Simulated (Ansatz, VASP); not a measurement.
One calculation of ScAl, two programs

File POSCAR:

```
ScAl
1.0
    3.3017132331      0.0000000000      0.0000000000
    0.0000000000      3.3017132331      0.0000000000
    0.0000000000      0.0000000000      3.3017132331
Sc Al
1 1
Direct
    0.5000000000      0.5000000000      0.5000000000
    0.0000000000      0.0000000000      0.0000000000
```

Contents of INCAR.step1:

```
SYSTEM = ScAl
PREC = Accurate
ENCUT = 520
ISMEAR = 0
SIGMA = 0.1
LREAL = .False.
LASPH = .True.
NELM = 80
NBANDS = 14
GGA = PE
ALGO = Normal
EDIFF = 1E-4
LWAVE = .True.
LCHARG = .False.
```

File INCAR.step2:

```
SYSTEM = ScAl
PREC = Accurate
ENCUT = 520
EDIFF = 1E-6
ISMEAR = 0
SIGMA = 0.1
LREAL = .False.
LASPH = .True.
NELM = 80
ALGO = Normal
ISIF = 2
LWAVE = .False.
LCHARG = .True.
METAGGA = R2SCAN
LMIXTAU = .True.
LELF = .True.
LVHAR = .True.
NBANDS = 14
ISTART = 1
```

Contents of KPOINTS:

```
regular mesh
0
Gamma
  16 16 16
  0 0 0
```

Input for Ansatz:

```yaml
crystal:
  lattice:
    - [3.3017132331, 0.0, 0.0]
    - [0.0, 3.3017132331, 0.0]
    - [0.0, 0.0, 3.3017132331]
  atoms:
    - { symbol: Sc, position: [0.5, 0.5, 0.5] }
    - { symbol: Al, position: [0.0, 0.0, 0.0] }
basis:
  ecutwfc: 500
kpoints:
  mp_grid: { grid: [16, 16, 16] }
hamiltonian:
  xc: r2scan
scf:
  occupations: { method: gaussian, width: 0.1 }
output:
  forces: true
  stress: true
  eigenvalues: true
```

Change from the starting cell: equal strain along all axes, cell held, atoms relaxed: -2.0 %.

Alike in both runs: task single point; functional r2SCAN; k mesh 16 × 16 × 16; occupations gaussian, width 0.1 eV; no spin polarisation.

|  | VASP | Ansatz |
| --- | --- | --- |
| version | VASP 6.6.1 | Ansatz 0.2.0 |
| potentials or method | VASP PAW PBE potentials, release 64 (Sc_sv, Al), cutoff 520 eV | scalar-relativistic, plane waves, PAW |
| valence electrons in the cell | 14 | 14 |

|  | VASP | Ansatz | Ansatz less VASP |
| --- | --- | --- | --- |
| gap on the k mesh at the Fermi level (eV) | none | none | - |
| pressure (GPa) | 5.8 | 5.7 | -0.16 |

VASP's potentials were made for PBE, not for r2SCAN. A gap of «none» marks a metal or a gap that the smearing closes.
